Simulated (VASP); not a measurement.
# SbPt (P6_3/mmc) in VASP: further runs

SbPt is run at these levels: PBEsol; tasks: single point.

Everything below comes from runs of VASP 6.6.1. Logs are shortened: lines on timing, memory, paths and dates and some standing lists are left out, and cuts for length are marked.

## (1) The cell of the first run

The structure is hexagonal, space group P6_3/mmc (No. 194). The conventional cell has a = 4.074 Å, b = 4.074 Å, c = 5.387 Å, α = 90.00°, β = 90.00°, γ = 120.00°. Sb (site symmetry -6m2) has 6 Pt at 2.71 Å and 6 Sb at 3.58 Å within 3.6 Å. Within 3.6 Å of Pt (site symmetry -3m) lie 2 Pt at 2.69 Å and 6 Sb at 2.71 Å.

## (2) Single point, PBEsol (volume scaled by 0.94, then relaxed in part)

The input, INCAR:

```
SYSTEM = SbPt
  PREC = Accurate
  ENCUT = 520
  EDIFF = 1E-6
  ISMEAR = 0
  SIGMA = 0.1
  LREAL = .FALSE.
  LASPH = .TRUE.
  NELM = 100
  ALGO = Normal
  ISIF = 2
  LWAVE = .FALSE.
  LCHARG = .FALSE.
  GGA = PS
  NBANDS = 23
```

The input, KPOINTS:

```
Automatic mesh
0
G
  12 12 8
  0 0 0
```

The input, POSCAR:

```
SbPt
1.0
    4.0742721029      0.0000000000      0.0000000000
   -2.0371360515      3.5284231430      0.0000000000
    0.0000000000      0.0000000000      5.3867935991
Sb Pt
2 2
Direct
    0.3333333333      0.6666666667      0.2500000000
    0.6666666667      0.3333333333      0.7500000000
    0.0000000000      0.0000000000      0.0000000000
    0.0000000000      0.0000000000      0.5000000000
```

Potentials or basis: VASP PAW PBE potentials, release 64 (Sb, Pt).

Command:

```console
$ cat potpaw_PBE.64/Sb/POTCAR potpaw_PBE.64/Pt/POTCAR > POTCAR
$ mpirun -np 1 vasp_std > vasp.out
```

OUTCAR:

```text
SYSTEM = SbPt
   PREC = Accurate
   ENCUT = 520
   EDIFF = 1E-6
   ISMEAR = 0
   LREAL = .FALSE.
   LASPH = .TRUE.
   NELM = 100
   ISIF = 2
   GGA = PS

 ion  position               nearest neighbor table
   1  0.333  0.667  0.250-   3 2.71   4 2.71   3 2.71   4 2.71   3 2.71   4 2.71   2 3.58   2 3.58
                             2 3.58   2 3.58   2 3.58   2 3.58
   2  0.667  0.333  0.750-   3 2.71   4 2.71   3 2.71   4 2.71   3 2.71   4 2.71   1 3.58   1 3.58
                             1 3.58   1 3.58   1 3.58   1 3.58
   3  0.000  0.000  0.000-   4 2.69   4 2.69   1 2.71   2 2.71   1 2.71   2 2.71   2 2.71   1 2.71

   4  0.000  0.000  0.500-   3 2.69   3 2.69   1 2.71   2 2.71   1 2.71   2 2.71   2 2.71   1 2.71

  LATTYP: Found a hexagonal cell.
 ALAT       =     4.0742721029
 C/A-ratio  =     1.3221487085

  Lattice vectors:

 A1 = (   4.0742721029,   0.0000000000,   0.0000000000)
 A2 = (  -2.0371360515,   3.5284231430,   0.0000000000)
 A3 = (   0.0000000000,   0.0000000000,   5.3867935991)

Analysis of symmetry for initial positions (statically):
=====================================================================
 Subroutine PRICEL returns:
 Original cell was already a primitive cell.

 Routine SETGRP: Setting up the symmetry group for a
 hexagonal supercell.

 Subroutine GETGRP returns: Found 24 space group operations
 (whereof 12 operations were pure point group operations)
 out of a pool of 24 trial point group operations.

The static configuration has the point symmetry D_3d.
 The point group associated with its full space group is D_6h.

Analysis of symmetry for dynamics (positions and initial velocities):
=====================================================================
 Subroutine PRICEL returns:
 Original cell was already a primitive cell.

 Routine SETGRP: Setting up the symmetry group for a
 hexagonal supercell.

 Subroutine GETGRP returns: Found 24 space group operations
 (whereof 12 operations were pure point group operations)
 out of a pool of 24 trial point group operations.

The dynamic configuration has the point symmetry D_3d.
 The point group associated with its full space group is D_6h.

 Subroutine INISYM returns: Found 24 space group operations
 (whereof 12 operations are pure point group operations),
 and found     1 'primitive' translations

----------------------------------------------------------------------------------------

                                     Primitive cell

  volume of cell :      77.4392

[... 93 lines left out ...]
   LREAL  =      F    real-space projection
   EDIFFG = 0.1E-04   stopping-criterion for IOM
   NSW    =      0    number of steps for IOM
   IBRION =     -1    ionic relax: 0-MD 1-quasi-New 2-CG
   NFREE  =      0    steps in history (QN), initial steepest desc. (CG)
   ISIF   =      2    stress and relaxation
   ISYM   =      2    0-nonsym 1-usesym 2-fastsym
   POTIM  = 0.5000    time-step for ionic-motion
   TEBEG  =    0.0;   TEEND  =   0.0 temperature during run
   PSTRESS=    0.0 pullay stress
   NELECT =      30.0000    total number of electrons
   NUPDOWN=      -1.0000    fix difference up-down
   EMIN   =  10.00;   EMAX   =-10.00  energy-range for DOS
   EFERMI =   0.00;   METHOD = LEGACY
   ISMEAR =     0;   SIGMA  =   0.10  broadening in eV -4-tet -1-fermi 0-gaus
   EFERMI_NEDOS =   21; number of points for ismear=-14 and -15
   IALGO  =     38    algorithm
   IMIX   =      4    mixing-type and parameters
     AMIX     =   0.40;   BMIX     =  1.00
     AMIX_MAG =   1.60;   BMIX_MAG =  1.00
  volume/ion in A,a.u.               =      19.36       130.65
  Fermi-wavevector in a.u.,A,eV,Ry     =   1.193424  2.255245 19.378258  1.424262
  Thomas-Fermi vector in A             =   2.329439
   LORBIT       =      0    0 simple, 1 ext, 2 COOP (PROOUT), +10 PAW based schemes
   GGA     = PS    functional components
   LHFCALC =     F    Hartree Fock is set to
   AEXX    =    0.0000 exact exchange contribution
   IVDW    =     0    specifies the selected vdW correction
   LEPSILON=     F    determine dielectric tensor
   LRPA    =     F    only Hartree local field effects (RPA)
 non-spin polarized calculation
 Gauss-broadening in eV      SIGMA  =   0.10
  energy-cutoff  :      520.00
  volume of cell :       77.44
 maximum number of plane-waves:      2108
   NGX = 15   NGY = 15   NGZ = 21

 number of electron      30.0000001 magnetization

 Free energy of the ion-electron system (eV)
  ---------------------------------------------------
  ext. energy  EPLUGINS =         0.00000000
  ---------------------------------------------------
  free energy    TOTEN  =       -24.60653405 eV

  energy without entropy =      -24.59935150  energy(sigma->0) =      -24.60294278

 E-fermi :  10.8289     XC(G=0): -11.8202

 val. band max:       10.8207118529   @ k =   0.2500   0.0000   0.0000
 cond. band min:      10.8403113711   @ k =   0.0833  -0.0000   0.1250
 fundamental gap:      0.0195995182
 Fermi energy:        10.8289491692

 k-point     1 :       0.0000    0.0000    0.0000
  band No.  band energies     occupation
      1      -2.6312      2.00000
      2       1.6339      2.00000
      3       3.3500      2.00000
      4       4.3652      2.00000
      5       4.3652      2.00000
      6       4.4079      2.00000
[... 613 lines left out ...]
     22      17.5547      0.00000
     23      18.4642      0.00000

 [... further k-points ...]

------------------------ aborting loop because EDIFF is reached ----------------------------------------

  FORCE on cell =-STRESS in cart. coord.  units (eV):
  Direction    XX          YY          ZZ          XY          YZ          ZX
  --------------------------------------------------------------------------------------
  -------------------------------------------------------------------------------------
  Total        4.8304255      4.8304255      4.8011570     -0.0000000      0.0000000      0.0000000
  in kB       99.9389876     99.9389876     99.3334362     -0.0000000      0.0000000      0.0000000
  external PRESSURE =      99.7371372 kB  Pullay stress =       0.0000000 kB

 VOLUME and BASIS-vectors are now :
 -----------------------------------------------------------------------------
  energy-cutoff  :      520.00
  volume of cell :       77.44
      direct lattice vectors                 reciprocal lattice vectors
     4.074272103  0.000000000  0.000000000     0.245442615  0.141706360  0.000000000
    -2.037136052  3.528423143  0.000000000     0.000000000  0.283412720  0.000000000
     0.000000000  0.000000000  5.386793599     0.000000000  0.000000000  0.185639190

 POSITION                                       TOTAL-FORCE (eV/Angst)
 -----------------------------------------------------------------------------------
     -0.00000      2.35228      1.34670        -0.000000      0.000000      0.000000
      2.03714      1.17614      4.04010         0.000000      0.000000      0.000000
      0.00000      0.00000      0.00000         0.000000      0.000000      0.000000
      0.00000      0.00000      2.69340         0.000000      0.000000      0.000000
 -----------------------------------------------------------------------------------
    total drift:                                0.000000     -0.000000      0.000000

  FREE ENERGIE OF THE ION-ELECTRON SYSTEM (eV)
  ---------------------------------------------------
  free  energy   TOTEN  =       -24.6065340518 eV

  energy  without entropy=      -24.5993514994  energy(sigma->0) =      -24.60294278
```

OSZICAR:

```text
N       E                     dE             d eps       ncg     rms          rms(c)
DAV:   1     0.167957518509E+03    0.16796E+03   -0.12656E+04  4378   0.115E+03
DAV:   2    -0.185003651006E+02   -0.18646E+03   -0.17426E+03  5201   0.233E+02
DAV:   3    -0.252205335613E+02   -0.67202E+01   -0.66008E+01  5281   0.471E+01
DAV:   4    -0.252923116007E+02   -0.71778E-01   -0.71712E-01  4797   0.536E+00
DAV:   5    -0.252933815657E+02   -0.10700E-02   -0.10699E-02  5450   0.691E-01    0.156E+01
DAV:   6    -0.247430504809E+02    0.55033E+00   -0.17733E+00  4867   0.105E+01    0.785E+00
DAV:   7    -0.246349829231E+02    0.10807E+00   -0.17510E-01  4517   0.326E+00    0.379E+00
DAV:   8    -0.246068195790E+02    0.28163E-01   -0.60548E-02  5000   0.179E+00    0.291E-01
DAV:   9    -0.246065968495E+02    0.22273E-03   -0.17622E-03  4923   0.257E-01    0.173E-01
DAV:  10    -0.246065413417E+02    0.55508E-04   -0.55879E-04  4594   0.141E-01    0.495E-02
DAV:  11    -0.246065335226E+02    0.78191E-05   -0.13437E-05  5407   0.251E-02    0.203E-02
DAV:  12    -0.246065340518E+02   -0.52912E-06   -0.18481E-06  4159   0.870E-03
   1 F= -.24606534E+02 E0= -.24602943E+02  d E =-.718255E-02
```

stdout:

```text
POSCAR found type information on POSCAR SbPt
 POSCAR found :  2 types and       4 ions
 scaLAPACK will be used
 -----------------------------------------------------------------------------
|                                                                             |
|                                                                             |
|     You enforced a specific xc type in the INCAR file but a different       |
|     I HOPE YOU KNOW WHAT YOU ARE DOING!                                     |
|                                                                             |
 -----------------------------------------------------------------------------

 LDA part: xc-table for (Slater+PW92), standard interpolation
 POSCAR, INCAR and KPOINTS ok, starting setup
 FFT: planning ... GRIDC
 FFT: planning ... GRID_SOFT
 FFT: planning ... GRID
 WAVECAR not read
 entering main loop
```

Run time: 50 s. Hardware: 1 thread of Intel Xeon 6975P-C (Granite Rapids), shared host; peak memory 0.28 GiB.

Results:

- Free energy: -24.6065 eV
- Pressure: 10.0 GPa
- Band gap on the k mesh: zero (band 15 reaches 13.26 eV, above the bottom of band 16 at 8.88 eV)

Caveat: the PAW data sets were made with another functional, which shifts forces and pressure a little; spin-orbit coupling is left out, which moves the levels of the heavy elements.

## (3) Single point, PBEsol (volume scaled by 0.97, then relaxed in part)

The input, INCAR:

```
ALGO = Normal
EDIFF = 1E-6
ENCUT = 520
GGA = PS
ISIF = 2
ISMEAR = 0
LASPH = T
LCHARG = F
LREAL = F
LWAVE = F
NBANDS = 23
NELM = 60
PREC = Accurate
SIGMA = 0.1
```

The input, KPOINTS:

```
k-points
0
Gamma
  12 12 8
```

The input, POSCAR:

```
SbPt
1.0
    4.1228710669      0.0000000000      0.0000000000
   -2.0614355334      3.5705110804      0.0000000000
    0.0000000000      0.0000000000      5.4284365961
Sb Pt
2 2
Direct
    0.3333333333      0.6666666667      0.2500000000
    0.6666666667      0.3333333333      0.7500000000
    0.0000000000      0.0000000000      0.0000000000
    0.0000000000      0.0000000000      0.5000000000
```

Potentials or basis: VASP PAW PBE potentials, release 64 (Sb, Pt).

Command:

```console
$ cat potpaw_PBE.64/Sb/POTCAR potpaw_PBE.64/Pt/POTCAR > POTCAR
$ mpirun -np 1 vasp_std > vasp.out
```

It took 44 s on 1 thread of Intel Xeon 6975P-C (Granite Rapids), shared host; peak memory 0.3 GiB.

Results (log left out):

* Free energy: -24.7168 eV
* Pressure: 4.4 GPa
* Band gap on the k mesh: zero (band 15 reaches 12.64 eV, above the bottom of band 16 at 8.43 eV)

Levels at points of the mesh, in eV from the Fermi level:
| k point | band 13 | band 14 | band 15 | band 16 | band 17 | band 18 |
| --- | --- | --- | --- | --- | --- | --- |
| (0.00, 0.00, 0.00) | -0.14 | -0.14 | 0.81 | 2.29 | 2.38 | 3.64 |
| (0.50, 0.00, 0.00) | -2.80 | -2.36 | -2.18 | -0.61 | 1.99 | 4.22 |
| (0.00, 0.00, 0.50) | -1.20 | -1.20 | 2.37 | 2.37 | 2.37 | 2.37 |
| (0.50, 0.00, 0.50) | -3.19 | -3.19 | 0.32 | 0.32 | 1.77 | 1.77 |

Caveat: the PAW data sets were made with another functional, which shifts forces and pressure a little; spin-orbit coupling is left out, which moves the levels of the heavy elements.

## (4) Single point, PBEsol (volume scaled by 1.03, then relaxed in part)

The input, INCAR:

```
PREC = Accurate
ENCUT = 520
EDIFF = 1E-7
ISMEAR = 0
SIGMA = 0.1
LREAL = F
LASPH = T
NELM = 80
ALGO = Normal
ISIF = 2
LWAVE = F
LCHARG = F
GGA = PS
NBANDS = 23
```

The input, KPOINTS:

```
Automatic mesh
0
Gamma
  12 12 8
```

The input, POSCAR:

```
SbPt
1.0
    4.2176392956      0.0000000000      0.0000000000
   -2.1088196478      3.6525827740      0.0000000000
    0.0000000000      0.0000000000      5.5080883435
Sb Pt
2 2
Direct
    0.3333333333      0.6666666667      0.2500000000
    0.6666666667      0.3333333333      0.7500000000
    0.0000000000      0.0000000000      0.0000000000
    0.0000000000      0.0000000000      0.5000000000
```

Command:

```console
$ cat potpaw_PBE.64/Sb/POTCAR potpaw_PBE.64/Pt/POTCAR > POTCAR
$ mpirun -np 1 vasp_std > vasp.out
```

Run time: 55 s. Hardware: 1 thread of Intel Xeon 6975P-C (Granite Rapids), shared host; peak memory 0.31 GiB.

It converged, with:

- Free energy: -24.7151 eV
- Pressure: -4.1 GPa
- Band gap on the k mesh: zero (band 15 reaches 11.52 eV, above the bottom of band 16 at 7.62 eV)

Levels at points of the mesh, in eV from the Fermi level:
```
           k point  band 12  band 13  band 14  band 15  band 16  band 17  band 18  band 19
(0.00, 0.00, 0.00)    -1.95    -0.08    -0.08     0.82     2.31     2.36     3.23     3.39
(0.50, 0.00, 0.00)    -2.81    -2.55    -2.09    -1.93    -0.75     1.93     4.14     4.18
(0.00, 0.00, 0.50)    -3.41    -1.22    -1.22     2.25     2.25     2.25     2.25     5.10
(0.50, 0.00, 0.50)    -3.01    -2.89    -2.89     0.38     0.38     1.58     1.58     3.94
```

Caveat: the PAW data sets were made with another functional, which shifts forces and pressure a little; spin-orbit coupling is left out, which moves the levels of the heavy elements.

## (5) Overview

```csv
cell,gap on the mesh (eV),pressure (GPa)
"a = 4.074, b = 4.074, c = 5.387 Å, angles 90.0, 90.0, 120.0°, 4 atoms",none,10.0
"a = 4.123, b = 4.123, c = 5.428 Å, angles 90.0, 90.0, 120.0°, 4 atoms",none,4.4
"a = 4.218, b = 4.218, c = 5.508 Å, angles 90.0, 90.0, 120.0°, 4 atoms",none,-4.1
```

Alike in all rows: task single point; level PBEsol; potentials or basis VASP PAW PBE potentials, release 64 (Sb, Pt); no spin polarisation; k mesh 12 × 12 × 8; cutoff (eV) 520; smearing gaussian 0.1 eV.

Caveats: the PAW data sets were made with another functional, which shifts forces and pressure a little; spin-orbit coupling is left out, which moves the levels of the heavy elements.

Total energies depend on the potentials used, so only differences within one code and one set of settings carry meaning.
